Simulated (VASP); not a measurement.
A run of VASP 6.6.1 is set up as follows.

Contents of POSCAR:

```
CeO2
1.0
    0.0000000000      2.6484579828      2.6484579828
    2.6484579828      0.0000000000      2.6484579828
    2.6484579828      2.6484579828      0.0000000000
Ce O
1 2
Direct
    0.0000000000      0.0000000000      0.0000000000
    0.7500000000      0.7500000000      0.7500000000
    0.2500000000      0.2500000000      0.2500000000
```

The input INCAR.step1:

```
SYSTEM = CeO2
  PREC = Accurate
  ENCUT = 520
  ISMEAR = -1
  SIGMA = 0.05
  LREAL = .False.
  LASPH = .True.
  NELM = 150
  ISPIN = 2
  MAGMOM = 1 0 0
  LMAXMIX = 6
  NBANDS = 23
  GGA = PE
  ALGO = Normal
  EDIFF = 1E-4
  LWAVE = .True.
  LCHARG = .False.
```

File INCAR.step2:

```
SYSTEM = CeO2
  PREC = Accurate
  ENCUT = 520
  EDIFF = 1E-7
  ISMEAR = -1
  SIGMA = 0.05
  LREAL = .False.
  LASPH = .True.
  NELM = 150
  ALGO = Normal
  ISIF = 2
  LWAVE = .False.
  LCHARG = .True.
  ISPIN = 2
  MAGMOM = 1 0 0
  LORBIT = 11
  LMAXMIX = 6
  METAGGA = R2SCAN
  LMIXTAU = .True.
  LELF = .True.
  LVHAR = .True.
  NBANDS = 23
  ISTART = 1
```

KPOINTS

```
regular mesh
0
Gamma
  9 9 9
  0 0 0
```

Potentials or basis: VASP PAW PBE potentials, release 64 (Ce, O).

The run is started by

```sh
$ cat potpaw_PBE.64/Ce/POTCAR potpaw_PBE.64/O/POTCAR > POTCAR
$ cp INCAR.step1 INCAR
$ mpirun -np 1 vasp_std > vasp.out
$ cp INCAR.step2 INCAR
$ mpirun -np 1 vasp_std > vasp.out
```

(1) Estimate the band gap on the k mesh.

(2) Predict the net moment.

(3) Predict the pressure.

Results:

(1) 2.49 eV (least direct gap 2.57 eV).

(2) 0.00 μB per cell.

(3) 17.6 GPa.

Caveat: the magnetic or orbital state may not be the lowest; the cell stands under pressure; the moments typed at the start vanished in this run; the PAW data sets were made with another functional, which shifts forces and pressure a little; spin-orbit coupling is left out, which moves the levels of the heavy elements; an odd mesh through Γ misses points on the zone boundary, where band edges can lie.
